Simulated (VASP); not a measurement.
**CuSn3: single point with PBEsol**

CuSn3:

```
Sn Cu
1.0
    -2.23990    2.23990    4.91941
     2.23990   -2.23990    4.91941
     2.23990    2.23990   -4.91941
Sn Cu
3 1
Direct
  0.50000 0.50000 0.00000
  0.25000 0.75000 0.50000
  0.75000 0.25000 0.50000
  0.00000 0.00000 0.00000
```

```
Program             : VASP 6.6.1
Task                : single point
Functional          : PBEsol
Potentials or basis : VASP PAW PBE potentials, release 64 (Sn_d, Cu)
Cutoff              : 520 eV
k mesh              : 7 × 7 × 7
Occupations         : fermi-dirac, width 0.05 eV
Spin                : no spin polarisation
```

The pressure is -4.3 GPa and the band gap on the k mesh is zero (an odd number of electrons rules out a gap without spin polarisation).

Stress tensor (GPa, compression positive):
```
-4.49  0.00  0.00
 0.00 -4.49  0.00
 0.00  0.00 -3.96
```

Levels at points of the mesh, in eV from the Fermi level:
```csv
k point,band 24,band 25,band 26,band 27,band 28,band 29
"(0.00, 0.00, 0.00)",-2.07,-1.09,-1.09,-0.17,-0.17,0.38
```

Run time: 5.7 min on 1 thread of Intel Xeon 8259CL, with other jobs on the host, peak memory 0.38 GiB.

Caveat: the cell stands under tension; the PAW data sets were made with another functional, which shifts forces and pressure a little; spin-orbit coupling is left out, which moves the levels of the heavy elements.
